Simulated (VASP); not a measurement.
# SnSe (wurtzite type) (P6_3mc) in VASP: a series of runs, part 2 of 2

VASP 6.6.1. The steps go on from the part before.

## (4) Relaxation of cell and atoms, PBE

This run uses another cell than the first one, of 28.54 Å³/atom, 0.819 times its volume.

INCAR reads:

```
SYSTEM = SnSe
PREC     = Accurate       ! precision mode
ENCUT    = 600            ! plane-wave cutoff, eV
EDIFF    = 1E-7           ! SCF threshold, eV
ISMEAR   = -1             ! smearing method
SIGMA    = 0.08           ! smearing width, eV
LREAL    = .False.        ! projectors in reciprocal space
LASPH    = .True.         ! aspherical terms in the spheres
NELM     = 100            ! most SCF steps
ALGO     = Normal         ! electronic algorithm
ISIF     = 3              ! what is computed and relaxed
LWAVE    = .False.        ! write WAVECAR
LCHARG   = .False.        ! write CHGCAR
GGA      = PE             ! functional
IBRION   = 2              ! ionic algorithm
NSW      = 100            ! ionic steps
EDIFFG   = -0.005         ! ionic threshold
```

KPOINTS reads:

```
regular mesh
0
Gamma
  11 11 6
  0 0 0
```

POSCAR reads:

```
SnSe
1.0
    4.3246508599      0.0000000000      0.0000000000
   -2.1623254299      3.7452575071      0.0000000000
    0.0000000000      0.0000000000      7.0491809016
Sn Se
2 2
Direct
    0.3333333333      0.6666666667      0.0000000000
    0.6666666667      0.3333333333      0.5000000000
    0.3333333333      0.6666666667      0.3760000000
    0.6666666667      0.3333333333      0.8760000000
```

Potentials or basis: VASP PAW PBE potentials, release 64 (Sn_d, Se).

Run with:

```bash
$ cat potpaw_PBE.64/Sn_d/POTCAR potpaw_PBE.64/Se/POTCAR > POTCAR
$ mpirun -np 1 vasp_std > vasp.out
```

OUTCAR:

```text
SYSTEM = SnSe
   PREC = Accurate
   ENCUT = 600
   EDIFF = 1E-7
   ISMEAR = -1
   LREAL = .False.
   LASPH = .True.
   NELM = 100
   ISIF = 3
   GGA = PE
   IBRION = 2
   NSW = 100
   EDIFFG = -0.005

 ion  position               nearest neighbor table
   1  0.333  0.667  0.000-   4 2.65   4 2.65   4 2.65   3 2.65
   2  0.667  0.333  0.500-   3 2.65   3 2.65   3 2.65   4 2.65
   3  0.333  0.667  0.376-   2 2.65   2 2.65   2 2.65   1 2.65
   4  0.667  0.333  0.876-   1 2.65   1 2.65   1 2.65   2 2.65

  LATTYP: Found a hexagonal cell.
 ALAT       =     4.3246508599
 C/A-ratio  =     1.6300000000

  Lattice vectors:

 A1 = (   4.3246508599,   0.0000000000,   0.0000000000)
 A2 = (  -2.1623254299,   3.7452575071,   0.0000000000)
 A3 = (   0.0000000000,   0.0000000000,   7.0491809016)

Analysis of symmetry for initial positions (statically):
[... 947 lines left out ...]
  energy  without entropy=      -15.7375779484  energy(sigma->0) =      -15.73770926

[... ionic steps 4 to 25 ...]

--------------------------------------- Ionic step       26  -------------------------------------------

 number of electron      39.9999976 magnetization

------------------------ aborting loop because EDIFF is reached ----------------------------------------
[... 71 lines left out ...]
--------------------------------------- Ionic step       28  -------------------------------------------

 number of electron      39.9999975 magnetization

 Free energy of the ion-electron system (eV)
  ---------------------------------------------------
  ext. energy  EPLUGINS =         0.00000000
  ---------------------------------------------------
  free energy    TOTEN  =       -16.04245521 eV

  energy without entropy =      -16.04187434  energy(sigma->0) =      -16.04216478

 E-fermi :   3.9069     XC(G=0):  -8.2185

 val. band max:        3.5489568988   @ k =   0.3636   0.2727   0.5000
 cond. band min:       4.3727550291   @ k =   0.3636   0.2727   0.5000
 fundamental gap:      0.8237981303
 Fermi energy:         3.9068725278

 k-point     1 :       0.0000    0.0000    0.0000
  band No.  band energies     occupation
      1     -18.1430      2.00000
      2     -18.1415      2.00000
      3     -18.1415      2.00000
      4     -18.1412      2.00000
      5     -18.1412      2.00000
      6     -18.1290      2.00000
[... 670 lines left out ...]
  FREE ENERGIE OF THE ION-ELECTRON SYSTEM (eV)
  ---------------------------------------------------
  free  energy   TOTEN  =       -16.0424552115 eV

  energy  without entropy=      -16.0418743450  energy(sigma->0) =      -16.04216478

 reached required accuracy - stopping structural energy minimisation
```

OSZICAR:

```text
N       E                     dE             d eps       ncg     rms          rms(c)
DAV:   1     0.381683357641E+03    0.38168E+03   -0.21489E+04  3072   0.229E+03
[... 336 lines left out ...]
DAV:   1    -0.160433496060E+02   -0.96057E-03   -0.24934E-02  3608   0.164E+00    0.154E-01
DAV:   2    -0.160427129136E+02    0.63669E-03   -0.13738E-03  3648   0.478E-01    0.793E-02
DAV:   3    -0.160424654693E+02    0.24744E-03   -0.74152E-04  4256   0.335E-01    0.191E-02
DAV:   4    -0.160424569381E+02    0.85312E-05   -0.97930E-05  3584   0.888E-02    0.630E-03
DAV:   5    -0.160424552577E+02    0.16804E-05   -0.50710E-06  4096   0.193E-02    0.261E-03
DAV:   6    -0.160424551783E+02    0.79491E-07   -0.10366E-06  3808   0.855E-03    0.111E-03
DAV:   7    -0.160424552115E+02   -0.33211E-07   -0.87327E-08  2336   0.185E-03
  28 F= -.16042455E+02 E0= -.16042165E+02  d E =-.108758E-02
```

CONTCAR:

```text
SnSe
   1.00000000000000
     5.1105410637541189    0.0000000000103836    0.0000000000000000
    -2.5552705318089806    4.4258583881790292   -0.0000000000000000
    -0.0000000000000000    0.0000000000000000    6.1642558834318297
  Sn              Se
     2     2
Direct
     0.3333333332999970    0.6666666667000030    0.9552121777303330
     0.6666666667000030    0.3333333332999970    0.4552121777303327
     0.3333333332999970    0.6666666667000030    0.4207878222696649
     0.6666666667000030    0.3333333332999970    0.9207878222696648

  0.00000000E+00  0.00000000E+00  0.00000000E+00
  0.00000000E+00  0.00000000E+00  0.00000000E+00
  0.00000000E+00  0.00000000E+00  0.00000000E+00
  0.00000000E+00  0.00000000E+00  0.00000000E+00
```

Wall time 1.6 h (1 thread of Intel Xeon Platinum 8375C at 2.90GHz (Ice Lake), shared host); peak memory 0.41 GiB.

What came out:

* Free energy: -16.0425 eV
* Relaxed volume: 34.86 Å³/atom
* Relaxed cell: a = 5.111 Å, b = 5.111 Å, c = 6.164 Å, α = 90.00°, β = 90.00°, γ = 120.00°
* Space group after relaxing (to 0.05 Å): P6_3mc (No. 186)
* Energy gained by relaxing: 474.8 meV/atom
* Ionic steps: 28
* Pressure after relaxing: 0.0 GPa
* Largest force after relaxing: 0.003 eV/Å
* Band gap on the k mesh: 0.82 eV, direct

Forces in eV/Å, atoms in the order of the input:
```
Sn   0.000  0.000 -0.003
Sn   0.000  0.000 -0.003
Se   0.000  0.000  0.003
Se   0.000  0.000  0.003
```

Step by step:
```tsv
step	energy change (eV)	largest force (eV/Å)	pressure (GPa)	volume (Å³)
1	0.0000	0.1026	16.52	114.18
2	-1.4432	0.0024	-2.67	170.03
3	-1.5944	0.0124	0.12	152.56
4	-1.5947	0.0123	-0.05	153.40
5	-1.5994	0.0448	-0.04	153.34
6	-1.6118	0.1561	0.02	153.11
7	-1.6177	0.4509	0.31	152.42
8	-1.6196	0.3277	0.18	152.72
9	-1.6220	0.3356	0.16	152.78
10	-1.6290	0.3606	0.11	152.97
11	-1.6424	0.4144	0.01	153.32
12	-1.6619	0.5408	-0.14	153.82
13	-1.6300	0.8770	-0.11	154.11
14	-1.6602	0.6275	-0.15	153.98
15	-1.6680	0.6165	-0.22	154.06
16	-1.6888	0.5839	-0.44	154.26
17	-1.7153	0.5251	-0.85	154.56
18	-1.6788	0.4203	-1.33	154.62
19	-1.7129	0.5289	-0.95	154.63
20	-1.7472	0.4413	-1.00	153.43
21	-1.8245	0.2227	-1.04	149.85
22	-1.8893	0.0203	-0.58	142.87
23	-1.8915	0.0380	-0.42	141.63
24	-1.8918	0.0442	-0.34	141.04
25	-1.8977	0.0083	0.09	139.15
26	-1.8979	0.0001	0.19	138.71
27	-1.8989	0.0027	0.05	139.25
28	-1.8990	0.0034	0.01	139.43
```

Final structure:
```xyz
4
Lattice="5.1105 0.0000 0.0000 -2.5553 4.4259 0.0000 0.0000 0.0000 6.1643" Properties=species:S:1:pos:R:3 pbc="T T T"
Sn    0.0000    2.9506    5.8882
Sn    2.5553    1.4753    2.8060
Se    0.0000    2.9506    2.5938
Se    2.5553    1.4753    5.6760
```

Levels at points of the mesh, in eV from the valence-band top:
| k point | band 18 | band 19 | band 20 | band 21 | band 22 | band 23 |
| --- | --- | --- | --- | --- | --- | --- |
| (0.00, 0.00, 0.00) | -2.24 | -2.24 | -2.20 | 1.13 | 1.13 | 2.65 |
| (0.00, 0.00, 0.50) | -2.90 | -1.54 | -1.54 | 1.57 | 1.57 | 1.57 |

Caveat: the volume moved by over 15 % at a fixed basis, so the end points are rough; spin-orbit coupling is left out, which moves the levels of the heavy elements. A k mesh can miss the band edges.
